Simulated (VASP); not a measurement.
# Be3Te2O (I4/mmm) in VASP: single point with PBE

Aim: the single point of Be3Te2O with PBE.

All numbers are computed with VASP 6.6.1; they aren't measurements. Logs are shortened: lines on timing, memory, paths and dates and some standing lists are left out, and cuts for length are marked.

### Step 1. The cell of the first run

Symmetry: I4/mmm, No. 139, tetragonal system. The conventional cell has a = 5.140 Å, b = 5.140 Å, c = 9.208 Å, α = 90.00°, β = 90.00°, γ = 90.00°. Within 3.7 Å of Be (site symmetry -4m2) lie 4 Te at 2.57 Å and 8 Be at 3.45 to 3.63 Å and 4 O at 3.45 Å. Be (site symmetry 4/mmm) has 2 Te at 2.37 Å within 3.1 Å. Te (site symmetry 4mm) has 1 O at 2.23 Å and 5 Be at 2.37 to 2.57 Å within 3.0 Å. Within 3.0 Å of O (site symmetry 4/mmm) lie 2 Te at 2.23 Å.

The cell was generated, and may not be a known phase.

### Step 2. Single point, PBE

INCAR

```
PREC = Accurate
ENCUT = 600
EDIFF = 1E-6
ISMEAR = 0
SIGMA = 0.15
LREAL = False
LASPH = True
NELM = 120
ALGO = Normal
ISIF = 2
LWAVE = False
LCHARG = True
GGA = PE
LELF = True
LVHAR = True
NBANDS = 21
GGA_COMPAT = False
```

KPOINTS

```
Automatic mesh
0
Gamma
  3 3 3
```

POSCAR

```
Be3Te2O
1.0
   -2.5698060024      2.5698060024      4.6038338276
    2.5698060024     -2.5698060024      4.6038338276
    2.5698060024      2.5698060024     -4.6038338276
Be Te O
3 2 1
Direct
    0.7500000000      0.2500000000      0.5000000000
    0.2500000000      0.7500000000      0.5000000000
    0.5000000000      0.5000000000      0.0000000000
    0.7575591575      0.7575591575      0.0000000000
    0.2424408425      0.2424408425      0.0000000000
    0.0000000000      0.0000000000      0.0000000000
```

Potentials or basis: VASP PAW PBE potentials, release 64 (Be, Te, O).

Started as:

```console
$ cat potpaw_PBE.64/Be/POTCAR potpaw_PBE.64/Te/POTCAR potpaw_PBE.64/O/POTCAR > POTCAR
$ mpirun -np 1 vasp_std > vasp.out
```

OUTCAR:

```text
PREC = Accurate
   ENCUT = 600
   EDIFF = 1E-6
   ISMEAR = 0
   LREAL = False
   LASPH = True
   NELM = 120
   ISIF = 2
   GGA = PE

 ion  position               nearest neighbor table
   1  0.750  0.250  0.500-   4 2.57   5 2.57   4 2.57   5 2.57
   2  0.250  0.750  0.500-   4 2.57   5 2.57   4 2.57   5 2.57
   3  0.500  0.500  0.000-   4 2.37   5 2.37
   4  0.758  0.758  0.000-   6 2.23   3 2.37   1 2.57   2 2.57   1 2.57   2 2.57   5 3.64   5 3.64
                             5 3.64   5 3.64
   5  0.242  0.242  0.000-   6 2.23   3 2.37   1 2.57   2 2.57   1 2.57   2 2.57   4 3.64   4 3.64
                             4 3.64   4 3.64
   6  0.000  0.000  0.000-   4 2.23   5 2.23

  LATTYP: Found a body centered tetragonal cell.
 ALAT       =     5.1396120048
 C/A-ratio  =     1.7915102631

  Lattice vectors:

 A1 = (  -2.5698060024,   2.5698060024,   4.6038338276)
 A2 = (   2.5698060024,  -2.5698060024,   4.6038338276)
 A3 = (   2.5698060024,   2.5698060024,  -4.6038338276)

Analysis of symmetry for initial positions (statically):
=====================================================================
 Subroutine PRICEL returns:
 Original cell was already a primitive cell.

 Routine SETGRP: Setting up the symmetry group for a
 body centered tetragonal supercell.

 Subroutine GETGRP returns: Found 16 space group operations
 (whereof 16 operations were pure point group operations)
 out of a pool of 16 trial point group operations.

The static configuration has the point symmetry D_4h.

Analysis of symmetry for dynamics (positions and initial velocities):
=====================================================================
 Subroutine PRICEL returns:
 Original cell was already a primitive cell.

 Routine SETGRP: Setting up the symmetry group for a
 body centered tetragonal supercell.

 Subroutine GETGRP returns: Found 16 space group operations
 (whereof 16 operations were pure point group operations)
 out of a pool of 16 trial point group operations.

The dynamic configuration has the point symmetry D_4h.

 Subroutine INISYM returns: Found 16 space group operations
 (whereof 16 operations are pure point group operations),
 and found     1 'primitive' translations

----------------------------------------------------------------------------------------

                                     Primitive cell

  volume of cell :     121.6131

  direct lattice vectors                    reciprocal lattice vectors
    -2.569806002  2.569806002  4.603833828     0.000000000  0.194567216  0.108605136
     2.569806002 -2.569806002  4.603833828     0.194567216  0.000000000  0.108605136
     2.569806002  2.569806002 -4.603833828     0.194567216  0.194567216  0.000000000

  length of vectors
     5.865414878  5.865414878  5.865414878     0.222826114  0.222826114  0.275159596

  position of ions in fractional coordinates (direct lattice)
     0.750000000  0.250000000  0.500000000
     0.250000000  0.750000000  0.500000000
     0.500000000  0.500000000  0.000000000
     0.757559157  0.757559157  0.000000000
     0.242440843  0.242440843  0.000000000
     0.000000000  0.000000000  0.000000000

  ion indices of the primitive-cell ions
   primitive index   ion index
                 1           1
                 2           2
                 3           3
                 4           4
                 5           5
                 6           6

----------------------------------------------------------------------------------------

 KPOINTS: Automatic mesh

Automatic generation of k-mesh.
 Grid dimensions read from file:
 generate k-points for:    3    3    3

 Generating k-lattice:

  Cartesian coordinates                     Fractional coordinates (reciprocal lattice)
     0.000000000  0.064855739  0.036201712     0.333333333  0.000000000  0.000000000
     0.064855739  0.000000000  0.036201712     0.000000000  0.333333333  0.000000000
     0.064855739  0.064855739  0.000000000     0.000000000  0.000000000  0.333333333

  Length of vectors
     0.074275371  0.074275371  0.091719865

  Shift w.r.t. Gamma in fractional coordinates (k-lattice)
     0.000000000  0.000000000  0.000000000

 Subroutine IBZKPT returns following result:
 ===========================================

 Found      6 irreducible k-points:

 Following reciprocal coordinates:
            Coordinates               Weight
  0.000000  0.000000  0.000000      1.000000
  0.333333  0.000000 -0.000000      8.000000
  0.333333  0.333333 -0.000000      8.000000
 -0.333333  0.333333  0.000000      4.000000
 -0.333333  0.333333  0.333333      4.000000
 -0.333333 -0.333333  0.333333      2.000000
   k-points           NKPTS =      6   k-points in BZ     NKDIM =      6   number of bands    NBANDS=     21
   number of dos      NEDOS =    301   number of ions     NIONS =      6
   total plane-waves  NPLWV = 110592
   dimension x,y,z NGX =    48 NGY =   48 NGZ =   48
   dimension x,y,z NGXF=    96 NGYF=   96 NGZF=   96
   ions per type =               3   2   1
   NGX,Y,Z   is equivalent  to a cutoff of  13.60, 13.60, 13.60 a.u.
   NGXF,Y,Z  is equivalent  to a cutoff of  27.21, 27.21, 27.21 a.u.
 SYSTEM =  unknown system
   PREC   = accura    normal or accurate (medium, high low for compatibility)
   ISTART =      0    job   : 0-new  1-cont  2-samecut
   ICHARG =      2    charge: 1-file 2-atom 10-const
   ISPIN  =      1    spin polarized calculation?
   LNONCOLLINEAR =      F non collinear calculations
   LSORBIT =      F    spin-orbit coupling
   LASPH  =      T    aspherical Exc in radial PAW
   ENCUT  =  600.0 eV  44.10 Ry    6.64 a.u.  11.71 11.71 11.71*2*pi/ulx,y,z
   NELM   =    120;   NELMIN=  2; NELMDL= -5     # of ELM steps
   EDIFF  = 0.1E-05   stopping-criterion for ELM
   LREAL  =      F    real-space projection
   EDIFFG = 0.1E-04   stopping-criterion for IOM
   NSW    =      0    number of steps for IOM
   IBRION =     -1    ionic relax: 0-MD 1-quasi-New 2-CG
   NFREE  =      0    steps in history (QN), initial steepest desc. (CG)
   ISIF   =      2    stress and relaxation
   ISYM   =      2    0-nonsym 1-usesym 2-fastsym
   POTIM  = 0.5000    time-step for ionic-motion
   TEBEG  =    0.0;   TEEND  =   0.0 temperature during run
   PSTRESS=    0.0 pullay stress
   NELECT =      24.0000    total number of electrons
   NUPDOWN=      -1.0000    fix difference up-down
   EMIN   =  10.00;   EMAX   =-10.00  energy-range for DOS
   EFERMI =   0.00;   METHOD = LEGACY
   ISMEAR =     0;   SIGMA  =   0.15  broadening in eV -4-tet -1-fermi 0-gaus
   EFERMI_NEDOS =   21; number of points for ismear=-14 and -15
   IALGO  =     38    algorithm
   IMIX   =      4    mixing-type and parameters
     AMIX     =   0.40;   BMIX     =  1.00
     AMIX_MAG =   1.60;   BMIX_MAG =  1.00
  volume/ion in A,a.u.               =      20.27       136.78
  Fermi-wavevector in a.u.,A,eV,Ry     =   0.953129  1.801153 12.360286  0.908455
  Thomas-Fermi vector in A             =   2.081756
   LORBIT       =      0    0 simple, 1 ext, 2 COOP (PROOUT), +10 PAW based schemes
   GGA     = PE    functional components
   LHFCALC =     F    Hartree Fock is set to
   AEXX    =    0.0000 exact exchange contribution
   IVDW    =     0    specifies the selected vdW correction
   LEPSILON=     F    determine dielectric tensor
   LRPA    =     F    only Hartree local field effects (RPA)
 non-spin polarized calculation
 Gauss-broadening in eV      SIGMA  =   0.15
  energy-cutoff  :      600.00
  volume of cell :      121.61
 maximum number of plane-waves:      4099
   NGX = 23   NGY = 23   NGZ = 23

 number of electron      24.0000001 magnetization

 Free energy of the ion-electron system (eV)
  ---------------------------------------------------
  ext. energy  EPLUGINS =         0.00000000
  ---------------------------------------------------
  free energy    TOTEN  =       -18.84024992 eV

  energy without entropy =      -18.81082032  energy(sigma->0) =      -18.82553512

 E-fermi :   4.5685     XC(G=0):  -8.7863

 val. band max:        4.4406272937   @ k =  -0.3333   0.3333   0.3333
 cond. band min:       4.6280170954   @ k =   0.3333   0.0000  -0.0000
 fundamental gap:      0.1873898017
 Fermi energy:         4.5684517665

 k-point     1 :       0.0000    0.0000    0.0000
  band No.  band energies     occupation
      1     -12.7174      2.00000
      2      -7.9646      2.00000
      3      -6.6344      2.00000
      4      -1.2909      2.00000
      5      -0.8873      2.00000
      6      -0.8873      2.00000
[... 13 lines left out ...]
     20       9.0510      0.00000
     21      12.6023      0.00000

 k-point     2 :       0.3333    0.0000   -0.0000
  band No.  band energies     occupation
      1     -12.6807      2.00000
      2      -7.8623      2.00000
      3      -6.9765      2.00000
      4      -1.3568      2.00000
      5      -0.4311      2.00000
      6      -0.4231      2.00000
[... 13 lines left out ...]
     20       9.9946      0.00000
     21      10.9782      0.00000

 k-point     3 :       0.3333    0.3333   -0.0000
  band No.  band energies     occupation
      1     -12.6606      2.00000
      2      -7.8767      2.00000
      3      -6.8826      2.00000
      4      -2.0305      2.00000
      5      -1.3389      2.00000
      6      -0.9895      2.00000
[... 13 lines left out ...]
     20       9.9464      0.00000
     21      10.3655      0.00000

 k-point     4 :      -0.3333    0.3333    0.0000
  band No.  band energies     occupation
      1     -12.6759      2.00000
      2      -7.4412      2.00000
      3      -7.3436      2.00000
      4      -1.7224      2.00000
      5      -1.4736      2.00000
      6      -0.9591      2.00000
[... 13 lines left out ...]
     20       9.7734      0.00000
     21      10.4761      0.00000

 k-point     5 :      -0.3333    0.3333    0.3333
  band No.  band energies     occupation
      1     -12.6502      2.00000
      2      -8.1831      2.00000
      3      -6.6730      2.00000
      4      -0.7408      2.00000
      5      -0.7385      2.00000
      6      -0.7038      2.00000
[... 13 lines left out ...]
     20       9.2680      0.00000
     21      10.7990      0.00000

 k-point     6 :      -0.3333   -0.3333    0.3333
  band No.  band energies     occupation
      1     -12.6568      2.00000
      2      -8.4468      2.00000
      3      -6.1067      2.00000
      4      -1.2524      2.00000
      5      -1.1780      2.00000
      6      -1.1780      2.00000
[... 13 lines left out ...]
     20       9.9834      0.00000
     21      11.1131      0.00000

------------------------ aborting loop because EDIFF is reached ----------------------------------------

  FORCE on cell =-STRESS in cart. coord.  units (eV):
  Direction    XX          YY          ZZ          XY          YZ          ZX
  --------------------------------------------------------------------------------------
  -------------------------------------------------------------------------------------
  Total        0.1305927      0.1305927      0.3624618      0.0000000     -0.0000000      0.0000000
  in kB        1.7204788      1.7204788      4.7752101      0.0000000     -0.0000000      0.0000000
  external PRESSURE =       2.7387226 kB  Pullay stress =       0.0000000 kB

 VOLUME and BASIS-vectors are now :
 -----------------------------------------------------------------------------
  energy-cutoff  :      600.00
  volume of cell :      121.61
      direct lattice vectors                 reciprocal lattice vectors
    -2.569806002  2.569806002  4.603833828     0.000000000  0.194567216  0.108605136
     2.569806002 -2.569806002  4.603833828     0.194567216  0.000000000  0.108605136
     2.569806002  2.569806002 -4.603833828     0.194567216  0.194567216  0.000000000

 POSITION                                       TOTAL-FORCE (eV/Angst)
 -----------------------------------------------------------------------------------
      0.00000      2.56981      2.30192        -0.000000     -0.000000      0.000000
      2.56981      0.00000      2.30192        -0.000000     -0.000000      0.000000
      0.00000      0.00000      4.60383        -0.000000     -0.000000     -0.000000
      0.00000      0.00000      6.97535        -0.000000     -0.000000      0.048271
      0.00000      0.00000      2.23231         0.000000      0.000000     -0.048271
      0.00000      0.00000      0.00000        -0.000000     -0.000000      0.000000
 -----------------------------------------------------------------------------------
    total drift:                               -0.000000      0.000000      0.000000

  FREE ENERGIE OF THE ION-ELECTRON SYSTEM (eV)
  ---------------------------------------------------
  free  energy   TOTEN  =       -18.8402499207 eV

  energy  without entropy=      -18.8108203181  energy(sigma->0) =      -18.82553512
```

Run time: 28 s. Hardware: 1 thread of Intel Xeon Platinum 8488C (Sapphire Rapids), shared host; peak memory 0.31 GiB.

What came out:

```
Free energy            : -18.8402 eV
Pressure               : 0.3 GPa
Largest force          : 0.048 eV/Å
Band gap on the k mesh : zero (bands 12 and 13 overlap by 1.06 eV)
```

Forces on the atoms (eV/Å):
```
Be   0.000  0.000  0.000
Be   0.000  0.000  0.000
Be   0.000  0.000  0.000
Te   0.000  0.000  0.048
Te   0.000  0.000 -0.048
O    0.000  0.000  0.000
```

Stress tensor (GPa, compression positive):
```
0.17 0.00 0.00
0.00 0.17 0.00
0.00 0.00 0.48
```

Caveat: the k points lie up to 0.47 Å⁻¹ apart, too coarse for converged energies and pressures of a metal; spin-orbit coupling is left out, which moves the levels of the heavy elements.

The gap in the log of VASP goes by the Fermi energy; the results here count the filled bands.